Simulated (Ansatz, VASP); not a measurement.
C: VASP beside Ansatz

The input INCAR:

```
SYSTEM = C
PREC = Accurate
ENCUT = 600
EDIFF = 1E-6
ISMEAR = 0
SIGMA = 0.02
LREAL = .FALSE.
LASPH = .TRUE.
NELM = 80
ALGO = Normal
ISIF = 3
LWAVE = .FALSE.
LCHARG = .FALSE.
GGA = PE
IBRION = 2
NSW = 100
EDIFFG = -0.01
```

KPOINTS

```
regular mesh
0
G
  10 10 6
  0 0 0
```

Contents of POSCAR:

```
C
1.0
    2.8301380503      0.0000000000      0.0000000000
    0.0000000000      2.8301380503      0.0000000000
    0.0000000000      0.0000000000      4.6072539302
C
6
Direct
    0.0000000000      0.0000000000      0.2500000000
    0.0000000000      0.0000000000      0.7500000000
    0.6803183084      0.1866418905      0.5000000000
    0.3196816916      0.8133581095      0.5000000000
    0.8133581095      0.6803183084      0.0000000000
    0.1866418905      0.3196816916      0.0000000000
```

Input for Ansatz:

```yaml
crystal:
  lattice:
    - [2.8301380503, 0.0, 0.0]
    - [0.0, 2.8301380503, 0.0]
    - [0.0, 0.0, 4.6072539302]
  atoms:
    - { symbol: C, position: [0.0, 0.0, 0.25] }
    - { symbol: C, position: [0.0, 0.0, 0.75] }
    - { symbol: C, position: [0.6803183084, 0.1866418905, 0.5] }
    - { symbol: C, position: [0.3196816916, 0.8133581095, 0.5] }
    - { symbol: C, position: [0.8133581095, 0.6803183084, 0.0] }
    - { symbol: C, position: [0.1866418905, 0.3196816916, 0.0] }
basis:
  ecutwfc: 420
kpoints:
  mp_grid: { grid: [10, 10, 6] }
hamiltonian:
  xc: pbe
scf:
  occupations: { method: gaussian, width: 0.02 }
output:
  forces: true
  stress: true
  eigenvalues: true
relax:
  adjacent_minimum: "off"
  f_tol: 0.01
  max_steps: 80
  cell: { stress_tol: 0.05 }
```

Alike in both runs: task relaxation of cell and atoms; functional PBE; k mesh 10 × 10 × 6; occupations gaussian, width 0.02 eV; no spin polarisation.

```csv
,VASP,Ansatz
version,VASP 6.6.1,Ansatz 0.2.0
potentials or method,"VASP PAW PBE potentials, release 64 (C), cutoff 600 eV","scalar-relativistic, plane waves, PAW"
valence electrons in the cell,24,24
```

Ansatz gave:

```
gap on the k mesh at the Fermi level, each at its own relaxed structure (eV) : 0.66
relaxed volume (Å³/atom)                                                     : 8.79
relaxed cell length with the largest relative difference (Å)                 : 3.438
```

Q: Estimate VASP's values.

A: gap on the k mesh at the Fermi level, each at its own relaxed structure (eV): 0.65; relaxed volume (Å³/atom): 8.77; relaxed cell length with the largest relative difference (Å): 3.434.

Noted on VASP's run: the volume moved by over 15 % at a fixed basis, so the end points are rough.
